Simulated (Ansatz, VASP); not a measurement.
## One calculation of Co2PtO4, two programs

Contents of INCAR:

```
ALGO = Normal ; DIPOL = 0.5 0.5 0.500
EDIFF = 1E-6 ; ENCUT = 520
GGA = PE ; GGA_COMPAT = F
IDIPOL = 3 ; ISIF = 2
ISMEAR = -1 ; ISPIN = 2
LASPH = T ; LCHARG = F
LDIPOL = T ; LMAXMIX = 4
LORBIT = 11 ; LREAL = F
LWAVE = F ; MAGMOM = 0 0 0 0 2 2 0
NBANDS = 51 ; NELM = 200
NELMDL = -8 ; PREC = Accurate
SIGMA = 0.05
```

KPOINTS

```
k-points
0
Gamma
  11 11 1
```

The input POSCAR:

```
Co2PtO4
1.0
    2.8245398345      0.0000000000      0.0000000000
   -1.4122699173      2.4461232507      0.0000000000
    0.0000000000      0.0000000000     22.8788124025
O Co Pt
4 2 1
Direct
    0.0000000000      0.0000000000      0.3278142182
    0.6666666667      0.3333333333      0.4125836222
    0.6666666667      0.3333333333      0.5874163778
    0.3333333333      0.6666666667      0.6721857818
    0.3333333333      0.6666666667      0.3701989202
    0.0000000000      0.0000000000      0.6298010798
    0.6666666667      0.3333333333      0.5000000000
```

Contents of input.yaml:

```yaml
crystal:
  lattice:
    - [2.8245398345, 0.0, 0.0]
    - [-1.4122699173, 2.4461232507, 0.0]
    - [0.0, 0.0, 22.8788124025]
  atoms:
    - { symbol: O, position: [0.0, 0.0, 0.3278142182] }
    - { symbol: Co, position: [0.3333333333, 0.6666666667, 0.3701989202], spin: 2.0 }
    - { symbol: O, position: [0.6666666667, 0.3333333333, 0.4125836222] }
    - { symbol: Pt, position: [0.6666666667, 0.3333333333, 0.5] }
    - { symbol: O, position: [0.6666666667, 0.3333333333, 0.5874163778] }
    - { symbol: Co, position: [0.0, 0.0, 0.6298010798], spin: 2.0 }
    - { symbol: O, position: [0.3333333333, 0.6666666667, 0.6721857818] }
hamiltonian:
  xc: pbe
  pseudopotentials: { kind: paw }
magnetization:
  spin_polarized: true
kpoints:
  mp_grid: { grid: [11, 11, 1] }
scf:
  occupations: { method: fermi_dirac, width: 0.05 }
output:
  forces: true
  eigenvalues: true
  write_density: true
  write_potential: true
  elf: true
  volumetric_format: npy
efield:
  axis: 3
  dipole_correction: true
  ramp_width: 0.04
```

Alike in both runs: task single point; functional PBE; k mesh 11 × 11 × 1; occupations fermi-dirac, width 0.05 eV; collinear spin.

|  | VASP | Ansatz |
| --- | --- | --- |
| version | VASP 6.6.1 | Ansatz 0.2.0 |
| potentials or method | VASP PAW PBE potentials, release 64 (O, Co_sv, Pt_sv_GW) | Ansatz PAW |
| plane-wave cutoff (eV) | 520 | 420 |
| valence electrons in the cell | 76 | 76 |

|  | VASP | Ansatz | Ansatz less VASP |
| --- | --- | --- | --- |
| gap on the k mesh at the Fermi level (eV) | none | none | - |
| rms of the force components (eV/Å) | 0.634 | 0.640 | +0.0060 |
| net moment per atom (μB) | 0.13 | 0.13 | 0.000 |
| size of the moment on the site where the two differ most (μB) | 0.34 | 0.32 | -0.015 |

Site moments also hang on the region over which each program counts them. A gap of «none» marks a metal or a gap that the smearing closes.

Spin-orbit coupling is off throughout.
